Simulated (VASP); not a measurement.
Here is a VASP 6.6.1 calculation.

The input INCAR:

```
SYSTEM = CuMo
PREC = Accurate ; ENCUT = 520
EDIFF = 1E-6 ; ISMEAR = 0
SIGMA = 0.1 ; LREAL = .FALSE.
LASPH = .TRUE. ; NELM = 100
ALGO = Fast ; ISIF = 2
LWAVE = .FALSE. ; LCHARG = .FALSE.
GGA = PE ; NBANDS = 20
```

Contents of KPOINTS:

```
regular mesh
0
G
  20 20 20
  0 0 0
```

File POSCAR:

```
CuMo
1.0
    0.0000000000      2.4902842803      2.4902842803
    2.4902842803      0.0000000000      2.4902842803
    2.4902842803      2.4902842803      0.0000000000
Cu Mo
1 1
Direct
    0.0000000000      0.0000000000      0.0000000000
    0.5000000000      0.5000000000      0.5000000000
```

Potentials or basis: VASP PAW PBE potentials, release 64 (Cu, Mo_sv).

The run is started by

```sh
$ cat potpaw_PBE.64/Cu/POTCAR potpaw_PBE.64/Mo_sv/POTCAR > POTCAR
$ mpirun -np 1 vasp_std > vasp.out
```

Question: Predict the pressure.

Answer: 0.2 GPa.

Question: What does it give for the band gap on the k mesh?

Answer: Zero (an odd number of electrons rules out a gap without spin polarisation).
